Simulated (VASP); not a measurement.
A run of VASP 6.6.1 is set up as follows.

INCAR

```
ALGO = Normal ; EDIFF = 1E-6
ENCUT = 500 ; GGA = PE
GGA_COMPAT = False ; ISIF = 2
ISMEAR = 0 ; LASPH = True
LCHARG = False ; LMAXMIX = 6
LREAL = False ; LWAVE = False
NBANDS = 29 ; NELM = 200
PREC = Accurate ; SIGMA = 0.1
```

The input KPOINTS:

```
k-points
0
Gamma
  6 6 2
```

The input POSCAR:

```
NdHf
1.0
    3.3328494331      0.0000000000      0.0000000000
    0.0000000000      3.3328494331      0.0000000000
    0.0000000000      0.0000000000      9.9782293469
Nd Hf
2 2
Direct
    0.0000000000      0.5000000000      0.1467584162
    0.5000000000      0.0000000000      0.8532415838
    0.0000000000      0.5000000000      0.6008692092
    0.5000000000      0.0000000000      0.3991307908
```

Potentials or basis: VASP PAW PBE potentials, release 64 (Nd_3, Hf_pv), 4f in core.

The run is started by

```bash
$ cat potpaw_PBE.64/Nd_3/POTCAR potpaw_PBE.64/Hf_pv/POTCAR > POTCAR
$ mpirun -np 1 vasp_std > vasp.out
```

Problem. Estimate the band gap on the k mesh.

Solution. Zero (bands 21 and 22 overlap by 1.60 eV).

Problem. Estimate the largest force.

Solution. 0.033 eV/Å.

Problem. What does it give for the pressure?

Solution. 0.6 GPa.

Stress tensor (GPa, compression positive):
```
0.49 0.00 0.00
0.00 0.49 0.00
0.00 0.00 0.76
```

Caveat: spin-orbit coupling is left out, which moves the levels of the heavy elements; the 4f electrons are frozen in the core, so they carry no moment and show no levels. Spin polarisation is off, so any magnetic state and its effect on volume and gap are missing.
